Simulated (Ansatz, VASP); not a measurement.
## BaTiO3 in VASP and in Ansatz

```
CELL_PARAMETERS angstrom
3.97224 0.00000 0.00000
0.00000 3.97224 0.00000
0.00000 0.00000 4.11276
ATOMIC_POSITIONS crystal
Ba 0.00000 0.00000 0.99559
Ti 0.50000 0.50000 0.47749
O 0.50000 0.50000 0.03460
O 0.50000 0.00000 0.51766
O 0.00000 0.50000 0.51766
```

Alike in both runs: functional r2SCAN; k mesh 8 × 8 × 8; occupations gaussian, width 0.02 eV; no spin polarisation.

Ansatz relaxed the structure, and its values are those at the end. VASP's run is a single point on that final structure, the one shown.

|  | VASP | Ansatz |
| --- | --- | --- |
| version | VASP 6.6.1 | Ansatz 0.2.0 |
| potentials or method | VASP PAW PBE potentials, release 64 (Ba_sv, Ti_sv, O), cutoff 520 eV | scalar-relativistic, plane waves, PAW |
| valence electrons in the cell | 40 | 40 |

VASP gave:

```
gap on the k mesh at the Fermi level (eV) : 2.21
least direct gap on the mesh (eV)         : 2.71
pressure (GPa)                            : 1.9
rms of the force components (eV/Å)        : 0.060
```

Q: Estimate Ansatz's values.

A: gap on the k mesh at the Fermi level (eV): 2.23; least direct gap on the mesh (eV): 2.70; pressure (GPa): 0.0; rms of the force components (eV/Å): 0.000.

VASP's potentials were made for PBE, not for r2SCAN.

Spin-orbit coupling is off throughout.
